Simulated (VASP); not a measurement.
A run of VASP 6.6.1 is set up as follows.

The input INCAR:

```
SYSTEM = Tc
PREC = Accurate
ENCUT = 520
EDIFF = 1E-6
ISMEAR = -1
SIGMA = 0.05
LREAL = .False.
LASPH = .True.
NELM = 100
ALGO = Fast
ISIF = 2
LWAVE = .False.
LCHARG = .False.
GGA = PS
NBANDS = 34
```

KPOINTS

```
regular mesh
0
Gamma
  11 11 3
  0 0 0
```

POSCAR

```
Tc
1.0
    2.7393552909      0.0000000000      0.0000000000
   -1.3696776454      2.3723512719      0.0000000000
    0.0000000000      0.0000000000      8.7696844400
Tc
4
Direct
    0.6503330000      0.3266860000      0.7534020000
    0.0067170000     -0.0011870000      0.5029540000
    0.3432900000      0.6766430000      0.2433120000
    0.0031020000      0.0016420000     -0.0015520000
```

Potentials or basis: VASP PAW PBE potentials, release 64 (Tc_pv).

Launch:

```bash
$ cat potpaw_PBE.64/Tc_pv/POTCAR > POTCAR
$ mpirun -np 1 vasp_std > vasp.out
```

(1) What does it give for the pressure?

(2) What does it give for the largest force?

## Answers

(1) -5.5 GPa.

(2) 0.769 eV/Å.

Caveat: the cell differs from its parent crystal (atoms moved at random); the cell stands under tension; the PAW data sets were made with another functional, which shifts forces and pressure a little.
